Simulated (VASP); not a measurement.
# MnInCu: single point with PBE

MnInCu:

```
Mn In Cu
1.0
     4.61331    0.00000    0.00000
    -2.30666    3.99524    0.00000
     0.00000    0.00000    6.03195
Mn In Cu
2 2 2
Direct
  0.00000 0.00000 0.68049
  0.00000 0.00000 0.18049
  0.33333 0.66667 0.70762
  0.66667 0.33333 0.20762
  0.33333 0.66667 0.20108
  0.66667 0.33333 0.70108
```

The cell was built from a structure type or drawn by symmetry, and may not be a known phase.

```
Program                : VASP 6.6.1
Task                   : single point
Functional             : PBE
Potentials or basis    : VASP PAW PBE potentials, release 64 (Mn_pv, In_d, Cu)
Cutoff                 : 520 eV
k mesh                 : 6 × 6 × 4
Occupations            : gaussian, width 0.1 eV
Spin                   : collinear spin, ferromagnetic start
Starting moments       : [4.0, 4.0, 0.0, 0.0, 0.0, 0.0] μB
Dipole correction      : no
Further INCAR settings : ALGO = Fast; EDIFF = 1e-06; NBANDS = 50
```

```json
{
 "Pressure": "1.0 GPa",
 "Largest force": "0.236 eV/Å",
 "Net moment": "7.56 μB per cell",
 "Site moments": "Mn +3.59; In -0.06; Cu +0.05 μB",
 "Valence electrons inside the program's atomic spheres": "Mn 11.50; In 11.54; Cu 9.94"
}
```

Forces on the atoms (eV/Å):
```
Mn   0.000  0.000 -0.236
Mn   0.000  0.000 -0.236
In   0.000  0.000  0.175
In   0.000  0.000  0.175
Cu   0.000  0.000  0.062
Cu   0.000  0.000  0.062
```

Stress tensor (GPa, compression positive):
```
 3.78  0.00  0.00
 0.00  3.78  0.00
 0.00  0.00 -4.62
```

Levels at points of the mesh, in eV from the Fermi level:
Spin up:
```csv
k point,band 38,band 39,band 40,band 41,band 42,band 43,band 44,band 45
"(0.00, 0.00, 0.00)",-1.88,-0.66,1.96,2.44,2.44,2.78,2.78,3.92
"(0.50, 0.00, 0.00)",-1.72,-1.70,-1.50,-0.03,0.37,0.55,1.24,1.73
"(0.00, 0.00, 0.50)",-2.13,1.99,1.99,3.04,3.04,3.46,3.46,3.46
"(0.50, 0.00, 0.50)",-1.93,-1.74,-1.74,-0.18,-0.18,2.05,2.05,4.50
```
Spin down:
| k point | band 29 | band 30 | band 31 | band 32 | band 33 | band 34 | band 35 | band 36 | band 37 | band 38 |
| --- | --- | --- | --- | --- | --- | --- | --- | --- | --- | --- |
| (0.00, 0.00, 0.00) | -2.21 | -1.20 | -1.20 | -0.39 | -0.24 | -0.24 | 0.65 | 0.65 | 1.76 | 1.83 |
| (0.50, 0.00, 0.00) | -2.07 | -1.69 | -1.48 | -1.38 | -0.67 | 0.43 | 0.49 | 0.51 | 0.71 | 0.89 |
| (0.00, 0.00, 0.50) | -0.70 | -0.70 | -0.70 | -0.70 | -0.01 | -0.01 | 1.07 | 1.07 | 1.07 | 1.07 |
| (0.50, 0.00, 0.50) | -2.58 | -2.58 | -0.41 | -0.41 | 0.12 | 0.12 | 0.61 | 0.61 | 0.84 | 0.84 |

Run time: 6.1 min on 1 thread of Intel(R) Xeon(R) Platinum 8259CL CPU @ 2.50GHz (Skylake/Cascade Lake) (shared host), peak memory 0.4 GiB.

Caveat: spin-orbit coupling is left out, which moves the levels of the heavy elements.
